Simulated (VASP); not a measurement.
# Sb (R-3m) in VASP: notebook

The runs below take Sb through single point, relaxation of shape and atoms at fixed volume, relaxation of cell and atoms, with PBE.

Everything below comes from runs of VASP 6.6.1. Logs are shortened: lines on timing, memory, paths and dates and some standing lists are left out, and cuts for length are marked.

## Step 1: The cell of the first run

Symmetry: R-3m, No. 166, trigonal system. Conventional cell: a = 4.349 Å, b = 4.349 Å, c = 11.321 Å, α = 90.00°, β = 90.00°, γ = 120.00°. Sb (site symmetry 3m) has 6 Sb at 2.94 to 3.37 Å within 3.9 Å.

## Step 2: Single point, PBE (30.90 Å³/atom)

The input, INCAR:

```
ALGO     = Normal         # electronic algorithm
EDIFF    = 1E-6           # SCF threshold, eV
ENCUT    = 520            # plane-wave cutoff, eV
GGA      = PE             # functional
ISIF     = 2              # what is computed and relaxed
ISMEAR   = 0              # smearing method
LASPH    = True           # aspherical terms in the spheres
LCHARG   = False          # write CHGCAR
LREAL    = False          # projectors in reciprocal space
LWAVE    = False          # write WAVECAR
NBANDS   = 12             # bands
NELM     = 100            # most SCF steps
PREC     = Accurate       # precision mode
SIGMA    = 0.1            # smearing width, eV
```

The input, KPOINTS:

```
k-points
0
Gamma
  12 12 12
```

The input, POSCAR:

```
Sb
1.0
    2.1743834048      1.2553808441      3.7737410460
   -2.1743834048      1.2553808441      3.7737410460
    0.0000000000     -2.5107616881      3.7737410460
Sb
2
Direct
    0.2343367458      0.2343367458      0.2343367458
    0.7656632542      0.7656632542      0.7656632542
```

Potentials or basis: VASP PAW PBE potentials, release 64 (Sb).

Started as:

```bash
$ cat potpaw_PBE.64/Sb/POTCAR > POTCAR
$ mpirun -np 1 vasp_std > vasp.out
```

OUTCAR:

```text
EDIFF = 1E-6
   ENCUT = 520
   GGA = PE
   ISIF = 2
   ISMEAR = 0
   LASPH = True
   LREAL = False
   NELM = 100
   PREC = Accurate

 ion  position               nearest neighbor table
   1  0.234  0.234  0.234-   2 2.94   2 2.94   2 2.94   2 3.37   2 3.37   2 3.37
   2  0.766  0.766  0.766-   1 2.94   1 2.94   1 2.94   1 3.37   1 3.37   1 3.37

  LATTYP: Found a trigonal (rhomboedric) cell.
 ALAT       =     4.5326643089
 COS(alpha) =     0.5397485845

  Lattice vectors:

 A1 = (   2.1743834048,   1.2553808441,   3.7737410460)
 A2 = (  -2.1743834048,   1.2553808441,   3.7737410460)
 A3 = (   0.0000000000,  -2.5107616881,   3.7737410460)

Analysis of symmetry for initial positions (statically):
=====================================================================
 Subroutine PRICEL returns:
 Original cell was already a primitive cell.

 Routine SETGRP: Setting up the symmetry group for a
 trigonal (rhombohedral) supercell.

 Subroutine GETGRP returns: Found 12 space group operations
 (whereof 12 operations were pure point group operations)
 out of a pool of 12 trial point group operations.

The static configuration has the point symmetry D_3d.

Analysis of symmetry for dynamics (positions and initial velocities):
=====================================================================
 Subroutine PRICEL returns:
 Original cell was already a primitive cell.

 Routine SETGRP: Setting up the symmetry group for a
 trigonal (rhombohedral) supercell.

 Subroutine GETGRP returns: Found 12 space group operations
 (whereof 12 operations were pure point group operations)
 out of a pool of 12 trial point group operations.

The dynamic configuration has the point symmetry D_3d.

 Subroutine INISYM returns: Found 12 space group operations
 (whereof 12 operations are pure point group operations),
 and found     1 'primitive' translations

----------------------------------------------------------------------------------------

                                     Primitive cell

  volume of cell :      61.8066

  direct lattice vectors                    reciprocal lattice vectors
     2.174383405  1.255380844  3.773741046     0.229950247  0.132761837  0.088329678
    -2.174383405  1.255380844  3.773741046    -0.229950247  0.132761837  0.088329678
     0.000000000 -2.510761688  3.773741046     0.000000000 -0.265523673  0.088329679

  length of vectors
     4.532664309  4.532664309  4.532664309     0.279830222  0.279830222  0.279830222

  position of ions in fractional coordinates (direct lattice)
[... 90 lines left out ...]
   NELECT =      10.0000    total number of electrons
   NUPDOWN=      -1.0000    fix difference up-down
   EMIN   =  10.00;   EMAX   =-10.00  energy-range for DOS
   EFERMI =   0.00;   METHOD = LEGACY
   ISMEAR =     0;   SIGMA  =   0.10  broadening in eV -4-tet -1-fermi 0-gaus
   EFERMI_NEDOS =   21; number of points for ismear=-14 and -15
   IALGO  =     38    algorithm
   IMIX   =      4    mixing-type and parameters
     AMIX     =   0.40;   BMIX     =  1.00
     AMIX_MAG =   1.60;   BMIX_MAG =  1.00
  volume/ion in A,a.u.               =      30.90       208.55
  Fermi-wavevector in a.u.,A,eV,Ry     =   0.892065  1.685758 10.827244  0.795780
  Thomas-Fermi vector in A             =   2.013966
   LORBIT       =      0    0 simple, 1 ext, 2 COOP (PROOUT), +10 PAW based schemes
   GGA     = PE    functional components
   LHFCALC =     F    Hartree Fock is set to
   AEXX    =    0.0000 exact exchange contribution
   IVDW    =     0    specifies the selected vdW correction
   LEPSILON=     F    determine dielectric tensor
   LRPA    =     F    only Hartree local field effects (RPA)
 non-spin polarized calculation
 Gauss-broadening in eV      SIGMA  =   0.10
  energy-cutoff  :      520.00
  volume of cell :       61.81
 maximum number of plane-waves:      1682
 NGX is ok and might be reduce to    36
   NGX = 17   NGY = 17   NGZ = 17

 number of electron      10.0000000 magnetization

 Free energy of the ion-electron system (eV)
  ---------------------------------------------------
  ext. energy  EPLUGINS =         0.00000000
  ---------------------------------------------------
  free energy    TOTEN  =        -8.27019680 eV

  energy without entropy =       -8.26959635  energy(sigma->0) =       -8.26989658

 E-fermi :   6.9627     XC(G=0):  -9.4355

 val. band max:        6.8618622020   @ k =   0.4167   0.0833   0.0833
 cond. band min:       7.0021006707   @ k =   0.3333   0.1667   0.1667
 fundamental gap:      0.1402384686
 Fermi energy:         6.9626759451

 k-point     1 :       0.0000    0.0000    0.0000
  band No.  band energies     occupation
      1      -5.5306      2.00000
      2       2.0794      2.00000
      3       5.0005      2.00000
      4       5.2404      2.00000
      5       5.2404      2.00000
      6       9.1167      0.00000
      7       9.6729      0.00000
      8       9.6729      0.00000
      9      12.0625      0.00000
     10      12.0625      0.00000
     11      12.1862      0.00000
     12      13.6541      0.00000
[... 331 lines left out ...]
 k-point    24 :      -0.4167    0.1667   -0.0000
  band No.  band energies     occupation
      1      -3.0800      2.00000
      2      -2.3818      2.00000
      3       3.3818      2.00000
      4       4.8213      2.00000
      5       5.3284      2.00000
      6       7.9161      0.00000
      7       8.2398      0.00000
      8      10.0160      0.00000
      9      13.5202      0.00000
     10      14.0056      0.00000
     11      14.6315      0.00000
     12      16.9520      0.00000

 [... further k-points ...]

------------------------ aborting loop because EDIFF is reached ----------------------------------------

  FORCE on cell =-STRESS in cart. coord.  units (eV):
  Direction    XX          YY          ZZ          XY          YZ          ZX
  --------------------------------------------------------------------------------------
  -------------------------------------------------------------------------------------
  Total        0.4582790      0.4582790      0.3904951     -0.0000000      0.0000000      0.0000000
  in kB       11.8797024     11.8797024     10.1225787     -0.0000000      0.0000000      0.0000000
  external PRESSURE =      11.2939945 kB  Pullay stress =       0.0000000 kB

 VOLUME and BASIS-vectors are now :
 -----------------------------------------------------------------------------
  energy-cutoff  :      520.00
  volume of cell :       61.81
      direct lattice vectors                 reciprocal lattice vectors
     2.174383405  1.255380844  3.773741046     0.229950247  0.132761837  0.088329678
    -2.174383405  1.255380844  3.773741046    -0.229950247  0.132761837  0.088329678
     0.000000000 -2.510761688  3.773741046     0.000000000 -0.265523673  0.088329679

 POSITION                                       TOTAL-FORCE (eV/Angst)
 -----------------------------------------------------------------------------------
      0.00000      0.00000      2.65298         0.000000      0.000000      0.029647
      0.00000      0.00000      8.66824         0.000000     -0.000000     -0.029647
 -----------------------------------------------------------------------------------
    total drift:                                0.000000      0.000000      0.000000

  FREE ENERGIE OF THE ION-ELECTRON SYSTEM (eV)
  ---------------------------------------------------
  free  energy   TOTEN  =        -8.2701967989 eV

  energy  without entropy=       -8.2695963518  energy(sigma->0) =       -8.26989658
```

stdout:

```text
POSCAR found type information on POSCAR Sb
 POSCAR found :  1 types and       2 ions
 scaLAPACK will be used
 LDA part: xc-table for (Slater+PW92), standard interpolation
 POSCAR, INCAR and KPOINTS ok, starting setup
 FFT: planning ... GRIDC
 FFT: planning ... GRID_SOFT
 FFT: planning ... GRID
 WAVECAR not read
 entering main loop
```

Wall time 2.5 min (1 thread of Intel Xeon 8259CL, shared host); peak memory 0.28 GiB.

Results:

| Property | Result |
| --- | --- |
| Free energy | -8.2702 eV |
| Pressure | 1.1 GPa |
| Largest force | 0.030 eV/Å |
| Band gap on the k mesh | zero (bands 5 and 6 overlap by 0.22 eV) |

Forces in eV/Å, atoms in the order of the input:
```
Sb   0.000  0.000  0.030
Sb   0.000  0.000 -0.030
```

Stress tensor (GPa, compression positive):
```
1.19 0.00 0.00
0.00 1.19 0.00
0.00 0.00 1.01
```

Caveat: spin-orbit coupling is left out, which moves the levels of the heavy elements.

## Step 3: Single point, PBE

This run uses another cell than the first one, of 31.86 Å³/atom.

The input, INCAR:

```
SYSTEM = Sb
PREC     = Accurate       ! precision mode
ENCUT    = 520            ! plane-wave cutoff, eV
EDIFF    = 1E-7           ! SCF threshold, eV
ISMEAR   = 0              ! smearing method
SIGMA    = 0.1            ! smearing width, eV
LREAL    = .FALSE.        ! projectors in reciprocal space
LASPH    = .TRUE.         ! aspherical terms in the spheres
NELM     = 80             ! most SCF steps
ALGO     = Normal         ! electronic algorithm
ISIF     = 2              ! what is computed and relaxed
LWAVE    = .FALSE.        ! write WAVECAR
LCHARG   = .FALSE.        ! write CHGCAR
GGA      = PE             ! functional
NBANDS   = 12             ! bands
```

The input, KPOINTS:

```
Automatic mesh
0
G
  12 12 12
  0 0 0
```

The input, POSCAR:

```
Sb
1.0
    2.1878046249      1.2631295891      3.8428686352
   -2.1878046249      1.2631295891      3.8428686352
    0.0000000000     -2.5262591782      3.8428686352
Sb
2
Direct
    0.2327487024      0.2327487024      0.2327487024
    0.7672512976      0.7672512976      0.7672512976
```

Potentials or basis: VASP PAW PBE potentials, release 64 (Sb).

Started as:

```bash
$ cat potpaw_PBE.64/Sb/POTCAR > POTCAR
$ mpirun -np 1 vasp_std > vasp.out
```

Wall time 2.7 min (1 thread of Intel Xeon 8259CL, shared host); peak memory 0.29 GiB.

Results (log left out):

```
Free energy            : -8.2754 eV
Pressure               : 0.0 GPa
Largest force          : 0.036 eV/Å
Band gap on the k mesh : zero (bands 5 and 6 overlap by 0.19 eV)
```

Forces on the atoms (eV/Å):
```
Sb   0.000  0.000  0.036
Sb   0.000  0.000 -0.036
```

Levels at points of the mesh, in eV from the Fermi level:
| k point | band 3 | band 4 | band 5 | band 6 | band 7 | band 8 |
| --- | --- | --- | --- | --- | --- | --- |
| (0.00, 0.00, 0.00) | -1.90 | -1.65 | -1.65 | 2.01 | 2.63 | 2.63 |
| (0.50, 0.00, 0.00) | -1.83 | -1.73 | -0.22 | -0.18 | 0.28 | 0.67 |
| (0.50, 0.50, 0.00) | -5.06 | -3.46 | -3.38 | 1.70 | 4.71 | 5.37 |
| (0.50, 0.50, 0.50) | -1.21 | -1.21 | -0.51 | 0.30 | 0.30 | 1.14 |

Caveat: spin-orbit coupling is left out, which moves the levels of the heavy elements.

## Step 4: Relaxation of shape and atoms at fixed volume, PBE (29.95 Å³/atom)

This run uses another cell than the first one, of 29.95 Å³/atom.

The input, INCAR:

```
PREC = Accurate ; ENCUT = 600
EDIFF = 1E-6 ; ISMEAR = 0
SIGMA = 0.1 ; LREAL = False
LASPH = True ; NELM = 100
ALGO = Normal ; ISIF = 4
LWAVE = False ; LCHARG = False
GGA = PE ; IBRION = 2
NSW = 50 ; EDIFFG = -0.01
```

The input, KPOINTS:

```
regular mesh
0
Gamma
  12 12 12
```

The input, POSCAR:

```
Sb
1.0
    2.1517319304      1.2423030092      3.7344283846
   -2.1517319304      1.2423030092      3.7344283846
    0.0000000000     -2.4846060185      3.7344283846
Sb
2
Direct
    0.2343367458      0.2343367458      0.2343367458
    0.7656632542      0.7656632542      0.7656632542
```

Started as:

```bash
$ cat potpaw_PBE.64/Sb/POTCAR > POTCAR
$ mpirun -np 1 vasp_std > vasp.out
```

Run time: 5.8 min. Hardware: 1 thread of Intel Xeon 8259CL, shared host; peak memory 0.29 GiB.

It converged, with:

- Free energy: -8.2511 eV
- Energy gained by relaxing: 2.6 meV/atom
- Ionic steps: 6
- Pressure after relaxing: 2.3 GPa
- Band gap on the k mesh: zero (bands 5 and 6 overlap by 0.23 eV)

The path:
| step | energy change (eV) | largest force (eV/Å) | pressure (GPa) | volume (Å³) |
| --- | --- | --- | --- | --- |
| 1 | 0.0000 | 0.1890 | 3.04 | 59.90 |
| 2 | -0.0032 | 0.1022 | 2.75 | 59.90 |
| 3 | -0.0049 | 0.0416 | 2.27 | 59.90 |
| 4 | -0.0050 | 0.0206 | 2.34 | 59.90 |
| 5 | -0.0052 | 0.0092 | 2.33 | 59.90 |
| 6 | -0.0053 | 0.0014 | 2.32 | 59.90 |

Final structure:
```xyz
2
Lattice="2.1653 1.2501 3.6877 -2.1653 1.2501 3.6877 0.0000 -2.5003 3.6877" Properties=species:S:1:pos:R:3 pbc="T T T"
Sb    0.0000    0.0000    2.6146
Sb    0.0000    0.0000    8.4486
```

Levels at points of the mesh, in eV from the Fermi level:
```csv
k point,band 2,band 3,band 4,band 5,band 6,band 7,band 8,band 9
"(0.00, 0.00, 0.00)",-4.68,-1.92,-1.77,-1.77,2.39,2.86,2.86,4.99
"(0.50, 0.00, 0.00)",-9.65,-1.69,-1.52,-0.27,-0.12,0.26,0.32,7.91
"(0.50, 0.50, 0.00)",-7.83,-5.50,-3.71,-3.66,1.69,5.08,5.48,7.12
"(0.50, 0.50, 0.50)",-9.09,-1.20,-1.20,-0.40,-0.01,-0.01,0.97,7.36
```

Caveat: spin-orbit coupling is left out, which moves the levels of the heavy elements.

## Step 5: Relaxation of cell and atoms, PBE

This run uses another cell than the first one, of 30.21 Å³/atom.

The input, INCAR:

```
  PREC = Accurate
  ENCUT = 600
  EDIFF = 1E-7
  ISMEAR = 0
  SIGMA = 0.1
  LREAL = False
  LASPH = True
  NELM = 80
  ALGO = Normal
  ISIF = 3
  LWAVE = False
  LCHARG = False
  GGA = PE
  IBRION = 2
  NSW = 100
  EDIFFG = -0.005
```

The input, KPOINTS:

```
Automatic mesh
0
Gamma
  12 12 12
```

The input, POSCAR:

```
Sb
1.0
    2.1542000000      1.2437279499      3.7580000000
   -2.1542000000      1.2437279499      3.7580000000
    0.0000000000     -2.4874558998      3.7580000000
Sb
2
Direct
    0.2334900000      0.2334900000      0.2334900000
    0.7665100000      0.7665100000      0.7665100000
```

Started as:

```bash
$ cat potpaw_PBE.64/Sb/POTCAR > POTCAR
$ mpirun -np 1 vasp_std > vasp.out
```

Wall time 8.3 min (1 thread of Intel Xeon 8259CL, shared host); peak memory 0.3 GiB.

It converged, with:

```yaml
Free_energy: -8.2756 eV
Relaxed_volume: 31.76 Å³/atom
Relaxed_cell: a = 4.585 Å, b = 4.585 Å, c = 4.585 Å, α = 57.03°, β = 57.03°, γ = 57.03°
Space_group_after_relaxing_to_0.1_Å: R-3m (No. 166)
Energy_gained_by_relaxing: 12.6 meV/atom
Ionic_steps: 8
Pressure_after_relaxing: 0.0 GPa
Band_gap_on_the_k_mesh: zero (bands 5 and 6 overlap by 0.19 eV)
```

The path:
```
step  energy change (eV)  largest force (eV/Å)  pressure (GPa)  volume (Å³)
   1              0.0000                0.2385            2.79        60.41
   2             -0.0135                0.2262           -1.56        65.13
   3             -0.0246                0.0516            0.04        63.15
   4             -0.0248                0.0364            0.03        63.23
   5             -0.0250                0.0102            0.01        63.37
   6             -0.0250                0.0005            0.01        63.42
   7             -0.0251                0.0006            0.01        63.46
   8             -0.0251                0.0009            0.01        63.51
```

Final structure:
```
Sb
1.0
     2.18916    1.26391    3.82569
    -2.18916    1.26391    3.82569
     0.00000   -2.52782    3.82569
Sb
2
Cartesian
  0.0000 0.0000 2.6774
  0.0000 0.0000 8.7997
```

Levels at points of the mesh, in eV from the Fermi level:
| k point | band 2 | band 3 | band 4 | band 5 | band 6 | band 7 | band 8 | band 9 |
| --- | --- | --- | --- | --- | --- | --- | --- | --- |
| (0.00, 0.00, 0.00) | -5.00 | -1.89 | -1.65 | -1.65 | 2.06 | 2.65 | 2.65 | 5.19 |
| (0.50, 0.00, 0.00) | -9.36 | -1.80 | -1.69 | -0.22 | -0.18 | 0.27 | 0.62 | 7.54 |
| (0.50, 0.50, 0.00) | -7.90 | -5.09 | -3.47 | -3.40 | 1.72 | 4.73 | 5.35 | 6.55 |
| (0.50, 0.50, 0.50) | -8.69 | -1.20 | -1.20 | -0.50 | 0.26 | 0.26 | 1.10 | 6.93 |

Caveat: spin-orbit coupling is left out, which moves the levels of the heavy elements.

## Step 6: Overview

| task | cell | cutoff (eV) | gap on the mesh (eV) | pressure (GPa) | largest force (eV/Å) |
| --- | --- | --- | --- | --- | --- |
| single point | a = 4.533 Å, angles 57.3°, 2 atoms, atomic positions A | 520 | none | 1.1 | 0.03 |
| single point | a = 4.599 Å, angles 56.8°, 2 atoms, atomic positions B | 520 | none | 0.0 | 0.04 |
| relaxation of shape and atoms at fixed volume | relaxed from a = 4.485 Å, angles 57.3°, 2 atoms, atomic positions A | 600 | none | 2.3 | - |
| relaxation of cell and atoms | relaxed from a = 4.507 Å, angles 57.1°, 2 atoms, atomic positions C | 600 | none | 0.0 | - |

Alike in all rows: level PBE; potentials or basis VASP PAW PBE potentials, release 64 (Sb); no spin polarisation; k mesh 12 × 12 × 12; smearing gaussian 0.1 eV.

Caveats: spin-orbit coupling is left out, which moves the levels of the heavy elements.

Absolute energies hang on the potentials; compare differences alone.

The gap in the log of VASP goes by the Fermi energy; the results here count the filled bands.